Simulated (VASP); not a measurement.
Wanted: the native input for a VASP 6.6.1 run.

- Task: single point
- Functional: LDA
- Potentials or basis: VASP PAW LDA potentials, release 64 (Pt)
- Cutoff: 500 eV
- k mesh: 13 × 13 × 13
- Occupations: fermi-dirac, width 0.05 eV
- Spin: no spin polarisation
- Dipole correction: no
- Further INCAR settings: ALGO = Normal; EDIFF = 1e-06; NBANDS = 11

The structure of Pt lies in POSCAR:

```
Pt
1.0
    0.0000000000      1.9560000000      1.9560000000
    1.9560000000      0.0000000000      1.9560000000
    1.9560000000      1.9560000000      0.0000000000
Pt
1
Direct
    0.0000000000      0.0000000000      0.0000000000
```

One way to write it, as run:

INCAR

```
SYSTEM = Pt
  ALGO = Normal
  EDIFF = 1E-6
  ENCUT = 500
  GGA_COMPAT = .False.
  ISIF = 2
  ISMEAR = -1
  LASPH = .True.
  LCHARG = .False.
  LREAL = .False.
  LWAVE = .False.
  NBANDS = 11
  NELM = 120
  PREC = Accurate
  SIGMA = 0.05
```

KPOINTS

```
k-points
0
Gamma
  13 13 13
  0 0 0
```

Potentials or basis: VASP PAW LDA potentials, release 64 (Pt).

Launch:

```bash
$ cat potpaw_LDA.64/Pt/POTCAR > POTCAR
$ mpirun -np 1 vasp_std > vasp.out
```

It gave:

The pressure is -3.4 GPa and the band gap on the k mesh is zero (band 5 reaches 11.71 eV, above the bottom of band 6 at 9.52 eV).

Caveat: spin-orbit coupling is left out, which moves the levels of the heavy elements.

It took 5.4 s on 1 thread of Intel(R) Xeon(R) 6975P-C (Granite Rapids), with other jobs on the host, peak memory 0.12 GiB.
